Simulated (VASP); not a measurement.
# W in VASP: single point with r2SCAN

Aim: the single point of W with r2SCAN.

Program: VASP 6.6.1. These are calculated values, not measurements. Logs are shortened: lines on timing, memory, paths and dates and some standing lists are left out, and cuts for length are marked.

## (1) The cell of the first run

The cell holds a slab with vacuum, 9 atoms: a = 3.168 Å, b = 3.168 Å, c = 27.674 Å, α = 90.00°, β = 90.00°, γ = 90.00°.

## (2) Single point, r2SCAN

File POSCAR:

```
W
1.0
    3.1684409929      0.0000000000      0.0000000000
    0.0000000000      3.1684409929      0.0000000000
    0.0000000000      0.0000000000     27.6737639717
W
9
Direct
    0.5000000000      0.5000000000      0.2710148142
    0.0000000000      0.0000000000      0.3282611106
    0.5000000000      0.5000000000      0.3855074071
    0.0000000000      0.0000000000      0.4427537035
    0.5000000000      0.5000000000      0.5000000000
    0.0000000000      0.0000000000      0.5572462965
    0.5000000000      0.5000000000      0.6144925929
    0.0000000000      0.0000000000      0.6717388894
    0.5000000000      0.5000000000      0.7289851858
```

File INCAR.step1:

```
SYSTEM = W
  PREC = Accurate
  ENCUT = 520
  ISMEAR = 0
  SIGMA = 0.1
  LREAL = .False.
  LASPH = .True.
  NELM = 80
  LDIPOL = .True.
  IDIPOL = 3
  DIPOL = 0.5 0.5 0.500
  NBANDS = 73
  GGA = PE
  ALGO = Normal
  EDIFF = 1E-4
  LWAVE = .True.
  LCHARG = .False.
```

File INCAR.step2:

```
SYSTEM = W
  PREC = Accurate
  ENCUT = 520
  EDIFF = 1E-7
  ISMEAR = 0
  SIGMA = 0.1
  LREAL = .False.
  LASPH = .True.
  NELM = 80
  ALGO = Normal
  ISIF = 2
  LWAVE = .False.
  LCHARG = .False.
  LDIPOL = .True.
  IDIPOL = 3
  DIPOL = 0.5 0.5 0.500
  METAGGA = R2SCAN
  LMIXTAU = .True.
  NBANDS = 73
  ISTART = 1
```

File KPOINTS:

```
Automatic mesh
0
Gamma
  11 11 1
  0 0 0
```

Potentials or basis: VASP PAW PBE potentials, release 64 (W_sv).

On the command line:

```
$ cat potpaw_PBE.64/W_sv/POTCAR > POTCAR
$ cp INCAR.step1 INCAR
$ mpirun -np 1 vasp_std > vasp.out
$ cp INCAR.step2 INCAR
$ mpirun -np 1 vasp_std > vasp.out
```

OUTCAR:

```text
SYSTEM = W
   PREC = Accurate
   ENCUT = 520
   EDIFF = 1E-7
   ISMEAR = 0
   LREAL = .False.
   LASPH = .True.
   NELM = 80
   ISIF = 2
   METAGGA = R2SCAN
   ISTART = 1

 ion  position               nearest neighbor table
   1  0.500  0.500  0.271-   2 2.74   2 2.74   2 2.74   2 2.74   3 3.17
   2  0.000  0.000  0.328-   1 2.74   1 2.74   1 2.74   1 2.74   3 2.74   3 2.74   3 2.74   3 2.74
                             4 3.17
   3  0.500  0.500  0.386-   4 2.74   4 2.74   4 2.74   4 2.74   2 2.74   2 2.74   2 2.74   2 2.74
                             1 3.17   5 3.17
   4  0.000  0.000  0.443-   3 2.74   3 2.74   3 2.74   3 2.74   5 2.74   5 2.74   5 2.74   5 2.74
                             2 3.17   6 3.17
   5  0.500  0.500  0.500-   4 2.74   6 2.74   4 2.74   6 2.74   4 2.74   6 2.74   4 2.74   6 2.74
                             3 3.17   7 3.17
   6  0.000  0.000  0.557-   7 2.74   7 2.74   7 2.74   7 2.74   5 2.74   5 2.74   5 2.74   5 2.74
                             8 3.17   4 3.17
   7  0.500  0.500  0.614-   6 2.74   6 2.74   6 2.74   6 2.74   8 2.74   8 2.74   8 2.74   8 2.74
                             5 3.17   9 3.17
   8  0.000  0.000  0.672-   9 2.74   9 2.74   9 2.74   9 2.74   7 2.74   7 2.74   7 2.74   7 2.74
                             6 3.17
   9  0.500  0.500  0.729-   8 2.74   8 2.74   8 2.74   8 2.74   7 3.17

  LATTYP: Found a simple tetragonal cell.
 ALAT       =     3.1684409929
 C/A-ratio  =     8.7341894748

  Lattice vectors:

 A1 = (   3.1684409929,   0.0000000000,   0.0000000000)
 A2 = (   0.0000000000,   3.1684409929,   0.0000000000)
 A3 = (   0.0000000000,   0.0000000000,  27.6737639717)

Analysis of symmetry for initial positions (statically):
=====================================================================
 Subroutine PRICEL returns:
 Original cell was already a primitive cell.

 Routine SETGRP: Setting up the symmetry group for a
 simple tetragonal supercell.

 Subroutine GETGRP returns: Found 16 space group operations
 (whereof 16 operations were pure point group operations)
 out of a pool of 16 trial point group operations.

The static configuration has the point symmetry D_4h.

Analysis of symmetry for dynamics (positions and initial velocities):
=====================================================================
 Subroutine PRICEL returns:
 Original cell was already a primitive cell.

 Routine SETGRP: Setting up the symmetry group for a
 simple tetragonal supercell.

 Subroutine GETGRP returns: Found 16 space group operations
 (whereof 16 operations were pure point group operations)
 out of a pool of 16 trial point group operations.

The dynamic configuration has the point symmetry D_4h.

 Subroutine INISYM returns: Found 16 space group operations
 (whereof 16 operations are pure point group operations),
 and found     1 'primitive' translations

----------------------------------------------------------------------------------------

                                     Primitive cell

  volume of cell :     277.8174

  direct lattice vectors                    reciprocal lattice vectors
     3.168440993  0.000000000  0.000000000     0.315612632  0.000000000  0.000000000
     0.000000000  3.168440993  0.000000000     0.000000000  0.315612632  0.000000000
     0.000000000  0.000000000 27.673763972     0.000000000  0.000000000  0.036135309

  length of vectors
     3.168440993  3.168440993 27.673763972     0.315612632  0.315612632  0.036135309

  position of ions in fractional coordinates (direct lattice)
     0.500000000  0.500000000  0.271014814
     0.000000000  0.000000000  0.328261111
     0.500000000  0.500000000  0.385507407
     0.000000000  0.000000000  0.442753704
     0.500000000  0.500000000  0.500000000
     0.000000000  0.000000000  0.557246296
     0.500000000  0.500000000  0.614492593
     0.000000000  0.000000000  0.671738889
     0.500000000  0.500000000  0.728985186

  ion indices of the primitive-cell ions
   primitive index   ion index
                 1           1
                 2           2
                 3           3
                 4           4
                 5           5
                 6           6
                 7           7
                 8           8
                 9           9

----------------------------------------------------------------------------------------

 KPOINTS: Automatic mesh

Automatic generation of k-mesh.
 Grid dimensions read from file:
 generate k-points for:   11   11    1

 Generating k-lattice:

  Cartesian coordinates                     Fractional coordinates (reciprocal lattice)
     0.028692057  0.000000000  0.000000000     0.090909091  0.000000000  0.000000000
     0.000000000  0.028692057  0.000000000     0.000000000  0.090909091  0.000000000
     0.000000000  0.000000000  0.036135309     0.000000000  0.000000000  1.000000000

  Length of vectors
     0.028692057  0.028692057  0.036135309

  Shift w.r.t. Gamma in fractional coordinates (k-lattice)
     0.000000000  0.000000000  0.000000000

 Subroutine IBZKPT returns following result:
 ===========================================

 Found     21 irreducible k-points:

 Following reciprocal coordinates:
            Coordinates               Weight
  0.000000  0.000000  0.000000      1.000000
  0.090909  0.000000  0.000000      4.000000
  0.181818  0.000000  0.000000      4.000000
  0.272727  0.000000  0.000000      4.000000
  0.363636  0.000000  0.000000      4.000000
  0.454545  0.000000  0.000000      4.000000
[... 13 lines left out ...]
  0.454545  0.363636  0.000000      8.000000
  0.454545  0.454545  0.000000      4.000000
   k-points           NKPTS =     21   k-points in BZ     NKDIM =     21   number of bands    NBANDS=     73
   number of dos      NEDOS =    301   number of ions     NIONS =      9
   total plane-waves  NPLWV = 120960
   dimension x,y,z NGX =    24 NGY =   24 NGZ =  210
   dimension x,y,z NGXF=    48 NGYF=   48 NGZF=  420
   ions per type =               9
   NGX,Y,Z   is equivalent  to a cutoff of  12.59, 12.59, 12.62 a.u.
   NGXF,Y,Z  is equivalent  to a cutoff of  25.19, 25.19, 25.23 a.u.
 SYSTEM =  W
   PREC   = accura    normal or accurate (medium, high low for compatibility)
   ISTART =      1    job   : 0-new  1-cont  2-samecut
   ICHARG =      0    charge: 1-file 2-atom 10-const
   ISPIN  =      1    spin polarized calculation?
   LNONCOLLINEAR =      F non collinear calculations
   LSORBIT =      F    spin-orbit coupling
   LASPH  =      T    aspherical Exc in radial PAW
   ENCUT  =  520.0 eV  38.22 Ry    6.18 a.u.   5.89  5.89 51.45*2*pi/ulx,y,z
   NELM   =     80;   NELMIN=  2; NELMDL=  0     # of ELM steps
   EDIFF  = 0.1E-06   stopping-criterion for ELM
   LREAL  =      F    real-space projection
   EDIFFG = 0.1E-05   stopping-criterion for IOM
   NSW    =      0    number of steps for IOM
   IBRION =     -1    ionic relax: 0-MD 1-quasi-New 2-CG
   NFREE  =      0    steps in history (QN), initial steepest desc. (CG)
   ISIF   =      2    stress and relaxation
   ISYM   =      2    0-nonsym 1-usesym 2-fastsym
   POTIM  = 0.5000    time-step for ionic-motion
   TEBEG  =    0.0;   TEEND  =   0.0 temperature during run
   PSTRESS=    0.0 pullay stress
   NELECT =     126.0000    total number of electrons
   NUPDOWN=      -1.0000    fix difference up-down
   EMIN   =  10.00;   EMAX   =-10.00  energy-range for DOS
   EFERMI =   0.00;   METHOD = LEGACY
   ISMEAR =     0;   SIGMA  =   0.10  broadening in eV -4-tet -1-fermi 0-gaus
   EFERMI_NEDOS =   21; number of points for ismear=-14 and -15
   IALGO  =     38    algorithm
   IMIX   =      4    mixing-type and parameters
     AMIX     =   0.40;   BMIX     =  1.00
     AMIX_MAG =   1.60;   BMIX_MAG =  1.00
  volume/ion in A,a.u.               =      30.87       208.31
  Fermi-wavevector in a.u.,A,eV,Ry     =   1.257801  2.376899 21.525271  1.582063
  Thomas-Fermi vector in A             =   2.391442
   LORBIT       =      0    0 simple, 1 ext, 2 COOP (PROOUT), +10 PAW based schemes
   METAGGA = R2SCAN    functional components
   LHFCALC =     F    Hartree Fock is set to
   AEXX    =    0.0000 exact exchange contribution
   IVDW    =     0    specifies the selected vdW correction
   LEPSILON=     F    determine dielectric tensor
   LRPA    =     F    only Hartree local field effects (RPA)
 non-spin polarized calculation
 Gauss-broadening in eV      SIGMA  =   0.10
  energy-cutoff  :      520.00
  volume of cell :      277.82
 maximum number of plane-waves:      7554
 NGX is ok and might be reduce to    24
   NGX = 11   NGY = 11   NGZ =103

 dipolmoment           0.000000      0.000000     -0.000000 electrons x Angstroem

 number of electron     125.9999995 magnetization

 dipolmoment           0.000000      0.000000      0.000000 electrons x Angstroem

 Free energy of the ion-electron system (eV)
  ---------------------------------------------------
  ext. energy  EPLUGINS =         0.00000000
  ---------------------------------------------------
  free energy    TOTEN  =      -456.30595066 eV

  energy without entropy =     -456.26224641  energy(sigma->0) =     -456.28409854

 E-fermi :   3.7512     XC(G=0):  -8.5423

 val. band max:        3.7502377359   @ k =   0.3636   0.1818   0.0000
 cond. band min:       3.7621538362   @ k =   0.2727   0.2727   0.0000
 fundamental gap:      0.0119161003
 Fermi energy:         3.7512061383

 k-point     1 :       0.0000    0.0000    0.0000
  band No.  band energies     occupation
      1     -72.2598      2.00000
      2     -72.2079      2.00000
      3     -72.1841      2.00000
      4     -72.0953      2.00000
      5     -72.0905      2.00000
      6     -72.0345      2.00000
[... 65 lines left out ...]
     72       5.5503      0.00000
     73       5.7148      0.00000
[... 1518 lines left out ...]
     72       7.1371      0.00000
     73       7.2381      0.00000

------------------------ aborting loop because EDIFF is reached ----------------------------------------

 vacuum level on the upper side and lower side of the slab       (xc-potential included)         0.003         0.003

  FORCE on cell =-STRESS in cart. coord.  units (eV):
  Direction    XX          YY          ZZ          XY          YZ          ZX
  --------------------------------------------------------------------------------------
  -------------------------------------------------------------------------------------
  Total       -8.4714277     -8.4714277     -6.0057766      0.0000000     -0.0000000      0.0000000
  in kB      -48.8548531    -48.8548531    -34.6354055      0.0000000     -0.0000000      0.0000000
  external PRESSURE =     -44.1150372 kB  Pullay stress =       0.0000000 kB

 VOLUME and BASIS-vectors are now :
 -----------------------------------------------------------------------------
  energy-cutoff  :      520.00
  volume of cell :      277.82
      direct lattice vectors                 reciprocal lattice vectors
     3.168440993  0.000000000  0.000000000     0.315612632  0.000000000  0.000000000
     0.000000000  3.168440993  0.000000000     0.000000000  0.315612632  0.000000000
     0.000000000  0.000000000 27.673763972     0.000000000  0.000000000  0.036135309

 POSITION                                       TOTAL-FORCE (eV/Angst)
 -----------------------------------------------------------------------------------
      1.58422      1.58422      7.50000         0.000000     -0.000000      1.872719
      0.00000      0.00000      9.08422         0.000000     -0.000000     -1.860612
      1.58422      1.58422     10.66844        -0.000000     -0.000000     -0.039661
      0.00000      0.00000     12.25266        -0.000000      0.000000      0.032861
      1.58422      1.58422     13.83688        -0.000000     -0.000000      0.000000
      0.00000      0.00000     15.42110        -0.000000     -0.000000     -0.032861
      1.58422      1.58422     17.00532        -0.000000     -0.000000      0.039661
      0.00000      0.00000     18.58954         0.000000      0.000000      1.860612
      1.58422      1.58422     20.17376        -0.000000      0.000000     -1.872719
 -----------------------------------------------------------------------------------
    total drift:                                0.000000     -0.000000     -0.000000

  FREE ENERGIE OF THE ION-ELECTRON SYSTEM (eV)
  ---------------------------------------------------
  free  energy   TOTEN  =      -456.3059506613 eV

  energy  without entropy=     -456.2622464100  energy(sigma->0) =     -456.28409854

 vacuum level on the upper side and lower side of the slab         7.998         7.998
```

It took 83 min on 1 thread of Oxide Virtual Turin-like, shared host; peak memory 0.51 GiB.

Results:

```yaml
Free_energy: -456.3060 eV
Largest_force: 1.873 eV/Å
Band_gap_on_the_k_mesh: zero (bands 63 and 64 overlap by 2.00 eV)
```

Forces on the atoms (eV/Å):
```
W    0.000  0.000  1.873
W    0.000  0.000 -1.861
W    0.000  0.000 -0.040
W    0.000  0.000  0.033
W    0.000  0.000  0.000
W    0.000  0.000 -0.033
W    0.000  0.000  0.040
W    0.000  0.000  1.861
W    0.000  0.000 -1.873
```

Caveat: the PAW data sets were made with another functional, which shifts forces and pressure a little; spin-orbit coupling is left out, which moves the levels of the heavy elements.
